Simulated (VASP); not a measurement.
# Sc (P6_3/mmc) in VASP: single point with r2SCAN

Aim: the single point of Sc with r2SCAN.

Everything below comes from runs of VASP 6.6.1. Logs are shortened: lines on timing, memory, paths and dates and some standing lists are left out, and cuts for length are marked.

### Step 1. The cell of the first run

The structure is hexagonal, space group P6_3/mmc (No. 194). The conventional cell has a = 3.330 Å, b = 3.330 Å, c = 5.188 Å, α = 90.00°, β = 90.00°, γ = 120.00°. Sc (site symmetry -6m2) has 12 Sc at 3.23 to 3.33 Å within 4.2 Å.

### Step 2. Single point, r2SCAN

The input, POSCAR:

```
Sc
1.0
    3.3300089167      0.0000000000      0.0000000000
   -1.6650044584      2.8838723167      0.0000000000
    0.0000000000      0.0000000000      5.1877249630
Sc
2
Direct
    0.3333333333      0.6666666667      0.2500000000
    0.6666666667      0.3333333333      0.7500000000
```

The input, INCAR.step1:

```
ALGO = Normal
EDIFF = 1E-4
ENCUT = 520
GGA = PE
ISMEAR = 0
LASPH = True
LCHARG = False
LREAL = False
LWAVE = True
NBANDS = 18
NELM = 80
PREC = Accurate
SIGMA = 0.1
```

The input, INCAR.step2:

```
ALGO = Normal
EDIFF = 1E-6
ENCUT = 520
ISIF = 2
ISMEAR = 0
ISTART = 1
LASPH = True
LCHARG = False
LMIXTAU = True
LREAL = False
LWAVE = False
METAGGA = R2SCAN
NBANDS = 18
NELM = 80
PREC = Accurate
SIGMA = 0.1
```

The input, KPOINTS:

```
k-points
0
Gamma
  15 15 8
```

Potentials or basis: VASP PAW PBE potentials, release 64 (Sc_sv).

Started as:

```bash
$ cat potpaw_PBE.64/Sc_sv/POTCAR > POTCAR
$ cp INCAR.step1 INCAR
$ mpirun -np 1 vasp_std > vasp.out
$ cp INCAR.step2 INCAR
$ mpirun -np 1 vasp_std > vasp.out
```

OUTCAR:

```text
EDIFF = 1E-6
   ENCUT = 520
   ISIF = 2
   ISMEAR = 0
   ISTART = 1
   LASPH = True
   LREAL = False
   METAGGA = R2SCAN
   NELM = 80
   PREC = Accurate

 ion  position               nearest neighbor table
   1  0.333  0.667  0.250-   2 3.23   2 3.23   2 3.23   2 3.23   2 3.23   2 3.23
   2  0.667  0.333  0.750-   1 3.23   1 3.23   1 3.23   1 3.23   1 3.23   1 3.23

  LATTYP: Found a hexagonal cell.
 ALAT       =     3.3300089167
 C/A-ratio  =     1.5578711928

  Lattice vectors:

 A1 = (   3.3300089167,   0.0000000000,   0.0000000000)
 A2 = (  -1.6650044584,   2.8838723167,   0.0000000000)
 A3 = (   0.0000000000,   0.0000000000,   5.1877249630)

Analysis of symmetry for initial positions (statically):
=====================================================================
 Subroutine PRICEL returns:
 Original cell was already a primitive cell.

 Routine SETGRP: Setting up the symmetry group for a
 hexagonal supercell.

 Subroutine GETGRP returns: Found 24 space group operations
 (whereof 12 operations were pure point group operations)
 out of a pool of 24 trial point group operations.

The static configuration has the point symmetry D_3d.
 The point group associated with its full space group is D_6h.

Analysis of symmetry for dynamics (positions and initial velocities):
=====================================================================
 Subroutine PRICEL returns:
 Original cell was already a primitive cell.

 Routine SETGRP: Setting up the symmetry group for a
 hexagonal supercell.

 Subroutine GETGRP returns: Found 24 space group operations
 (whereof 12 operations were pure point group operations)
 out of a pool of 24 trial point group operations.

The dynamic configuration has the point symmetry D_3d.
 The point group associated with its full space group is D_6h.

 Subroutine INISYM returns: Found 24 space group operations
 (whereof 12 operations are pure point group operations),
 and found     1 'primitive' translations

----------------------------------------------------------------------------------------

                                     Primitive cell

  volume of cell :      49.8194

  direct lattice vectors                    reciprocal lattice vectors
     3.330008917  0.000000000  0.000000000     0.300299496  0.173377995  0.000000000
    -1.665004458  2.883872317  0.000000000     0.000000000  0.346755990  0.000000000
     0.000000000  0.000000000  5.187724963     0.000000000  0.000000000  0.192762725

  length of vectors
     3.330008917  3.330008917  5.187724963     0.346755990  0.346755990  0.192762725

  position of ions in fractional coordinates (direct lattice)
     0.333333333  0.666666667  0.250000000
     0.666666667  0.333333333  0.750000000

  ion indices of the primitive-cell ions
   primitive index   ion index
                 1           1
                 2           2

----------------------------------------------------------------------------------------

 KPOINTS: k-points

Automatic generation of k-mesh.
 Grid dimensions read from file:
 generate k-points for:   15   15    8

 Generating k-lattice:

  Cartesian coordinates                     Fractional coordinates (reciprocal lattice)
     0.020019966  0.011558533  0.000000000     0.066666667  0.000000000  0.000000000
     0.000000000  0.023117066  0.000000000     0.000000000  0.066666667  0.000000000
     0.000000000  0.000000000  0.024095341     0.000000000  0.000000000  0.125000000

  Length of vectors
     0.023117066  0.023117066  0.024095341

  Shift w.r.t. Gamma in fractional coordinates (k-lattice)
     0.000000000  0.000000000  0.000000000

 Subroutine IBZKPT returns following result:
 ===========================================

 Found    135 irreducible k-points:

 Following reciprocal coordinates:
            Coordinates               Weight
  0.000000  0.000000  0.000000      1.000000
  0.066667  0.000000  0.000000      6.000000
  0.133333  0.000000  0.000000      6.000000
  0.200000 -0.000000  0.000000      6.000000
  0.266667  0.000000  0.000000      6.000000
  0.333333  0.000000  0.000000      6.000000
[... 16 lines left out ...]
  0.333333  0.200000  0.000000     12.000000
  0.400000  0.200000  0.000000      6.000000
 [... further k-points ...]
   k-points           NKPTS =    135   k-points in BZ     NKDIM =    135   number of bands    NBANDS=     18
   number of dos      NEDOS =    301   number of ions     NIONS =      2
   total plane-waves  NPLWV =  31360
   dimension x,y,z NGX =    28 NGY =   28 NGZ =   40
   dimension x,y,z NGXF=    56 NGYF=   56 NGZF=   80
   ions per type =               2
   NGX,Y,Z   is equivalent  to a cutoff of  13.98, 13.98, 12.82 a.u.
   NGXF,Y,Z  is equivalent  to a cutoff of  27.96, 27.96, 25.64 a.u.
 SYSTEM =  unknown system
   PREC   = accura    normal or accurate (medium, high low for compatibility)
   ISTART =      1    job   : 0-new  1-cont  2-samecut
   ICHARG =      0    charge: 1-file 2-atom 10-const
   ISPIN  =      1    spin polarized calculation?
   LNONCOLLINEAR =      F non collinear calculations
   LSORBIT =      F    spin-orbit coupling
   LASPH  =      T    aspherical Exc in radial PAW
   ENCUT  =  520.0 eV  38.22 Ry    6.18 a.u.   6.19  6.19  9.65*2*pi/ulx,y,z
   NELM   =     80;   NELMIN=  2; NELMDL=  0     # of ELM steps
   EDIFF  = 0.1E-05   stopping-criterion for ELM
   LREAL  =      F    real-space projection
[... 7 lines left out ...]
   TEBEG  =    0.0;   TEEND  =   0.0 temperature during run
   PSTRESS=    0.0 pullay stress
   NELECT =      22.0000    total number of electrons
   NUPDOWN=      -1.0000    fix difference up-down
   EMIN   =  10.00;   EMAX   =-10.00  energy-range for DOS
   EFERMI =   0.00;   METHOD = LEGACY
   ISMEAR =     0;   SIGMA  =   0.10  broadening in eV -4-tet -1-fermi 0-gaus
   EFERMI_NEDOS =   21; number of points for ismear=-14 and -15
   IALGO  =     38    algorithm
   IMIX   =      4    mixing-type and parameters
     AMIX     =   0.40;   BMIX     =  1.00
     AMIX_MAG =   1.60;   BMIX_MAG =  1.00
  volume/ion in A,a.u.               =      24.91       168.10
  Fermi-wavevector in a.u.,A,eV,Ry     =   1.246665  2.355854 21.145800  1.554172
  Thomas-Fermi vector in A             =   2.380832
   LORBIT       =      0    0 simple, 1 ext, 2 COOP (PROOUT), +10 PAW based schemes
   METAGGA = R2SCAN    functional components
   LHFCALC =     F    Hartree Fock is set to
   AEXX    =    0.0000 exact exchange contribution
   IVDW    =     0    specifies the selected vdW correction
   LEPSILON=     F    determine dielectric tensor
   LRPA    =     F    only Hartree local field effects (RPA)
 non-spin polarized calculation
 Gauss-broadening in eV      SIGMA  =   0.10
  energy-cutoff  :      520.00
  volume of cell :       49.82
 maximum number of plane-waves:      1363
 NGX is ok and might be reduce to    28
   NGX = 13   NGY = 13   NGZ = 19

 number of electron      21.9999996 magnetization

 Free energy of the ion-electron system (eV)
  ---------------------------------------------------
  ext. energy  EPLUGINS =         0.00000000
  ---------------------------------------------------
  free energy    TOTEN  =       -22.72112170 eV

  energy without entropy =      -22.70038960  energy(sigma->0) =      -22.71075565

 E-fermi :   3.6564     XC(G=0): -10.5593

 val. band max:        3.6531753273   @ k =   0.2000   0.2000   0.1250
 cond. band min:       3.6637842369   @ k =   0.4000   0.1333   0.3750
 fundamental gap:      0.0106089096
 Fermi energy:         3.6564423572

 k-point     1 :       0.0000    0.0000    0.0000
  band No.  band energies     occupation
      1     -47.8880      2.00000
      2     -47.8171      2.00000
      3     -25.7483      2.00000
      4     -25.3971      2.00000
      5     -25.3971      2.00000
      6     -25.3313      2.00000
[... 10 lines left out ...]
     17       6.2232      0.00000
     18       6.2232      0.00000

 k-point     2 :       0.0667    0.0000    0.0000
  band No.  band energies     occupation
      1     -47.8859      2.00000
      2     -47.8164      2.00000
      3     -25.7424      2.00000
      4     -25.4082      2.00000
      5     -25.4010      2.00000
      6     -25.3431      2.00000
[... 10 lines left out ...]
     17       6.1368      0.00000
     18       6.1590      0.00000

 k-point     3 :       0.1333    0.0000    0.0000
  band No.  band energies     occupation
      1     -47.8799      2.00000
      2     -47.8145      2.00000
      3     -25.7253      2.00000
      4     -25.4400      2.00000
      5     -25.4118      2.00000
      6     -25.3760      2.00000
[... 10 lines left out ...]
     17       6.0910      0.00000
     18       6.1790      0.00000

 k-point     4 :       0.2000   -0.0000    0.0000
  band No.  band energies     occupation
      1     -47.8708      2.00000
      2     -47.8119      2.00000
      3     -25.6984      2.00000
      4     -25.4873      2.00000
      5     -25.4272      2.00000
      6     -25.4234      2.00000
[... 375 lines left out ...]
      4     -25.5816      2.00000
      5     -25.5672      2.00000
      6     -25.4834      2.00000
[... 10 lines left out ...]
     17       7.5409      0.00000
     18       7.8248      0.00000

 k-point    23 :       0.3333    0.2000    0.0000
  band No.  band energies     occupation
      1     -47.8284      2.00000
      2     -47.8094      2.00000
      3     -25.6269      2.00000
      4     -25.5659      2.00000
      5     -25.5493      2.00000
      6     -25.5106      2.00000
[... 10 lines left out ...]
     17       7.7126      0.00000
     18       7.8233      0.00000

 k-point    24 :       0.4000    0.2000    0.0000
  band No.  band energies     occupation
      1     -47.8249      2.00000
      2     -47.8106      2.00000
      3     -25.6356      2.00000
      4     -25.5612      2.00000
      5     -25.5336      2.00000
      6     -25.5248      2.00000
[... 10 lines left out ...]
     17       7.6985      0.00000
     18       7.8226      0.00000

 [... further k-points ...]

------------------------ aborting loop because EDIFF is reached ----------------------------------------

  FORCE on cell =-STRESS in cart. coord.  units (eV):
  Direction    XX          YY          ZZ          XY          YZ          ZX
  --------------------------------------------------------------------------------------
  -------------------------------------------------------------------------------------
  Total        0.0558589      0.0558589      0.0677454     -0.0000000      0.0000000     -0.0000000
  in kB        1.7964065      1.7964065      2.1786715     -0.0000000      0.0000000     -0.0000000
  external PRESSURE =       1.9238282 kB  Pullay stress =       0.0000000 kB

 VOLUME and BASIS-vectors are now :
 -----------------------------------------------------------------------------
  energy-cutoff  :      520.00
  volume of cell :       49.82
      direct lattice vectors                 reciprocal lattice vectors
     3.330008917  0.000000000  0.000000000     0.300299496  0.173377995  0.000000000
    -1.665004458  2.883872317  0.000000000     0.000000000  0.346755990  0.000000000
     0.000000000  0.000000000  5.187724963     0.000000000  0.000000000  0.192762725

 POSITION                                       TOTAL-FORCE (eV/Angst)
 -----------------------------------------------------------------------------------
     -0.00000      1.92258      1.29693         0.000000     -0.000000     -0.000000
      1.66500      0.96129      3.89079        -0.000000      0.000000      0.000000
 -----------------------------------------------------------------------------------
    total drift:                               -0.000000      0.000000     -0.000000

  FREE ENERGIE OF THE ION-ELECTRON SYSTEM (eV)
  ---------------------------------------------------
  free  energy   TOTEN  =       -22.7211217018 eV

  energy  without entropy=      -22.7003895998  energy(sigma->0) =      -22.71075565
```

Wall time 11 min (1 thread of Oxide Virtual Turin-like, shared host); peak memory 0.21 GiB.

Results:

```yaml
Free_energy: -22.7211 eV
Pressure: 0.2 GPa
Band_gap_on_the_k_mesh: zero (band 11 reaches 4.75 eV, above the bottom of band 12 at 3.17 eV)
```

Caveat: the PAW data sets were made with another functional, which shifts forces and pressure a little.
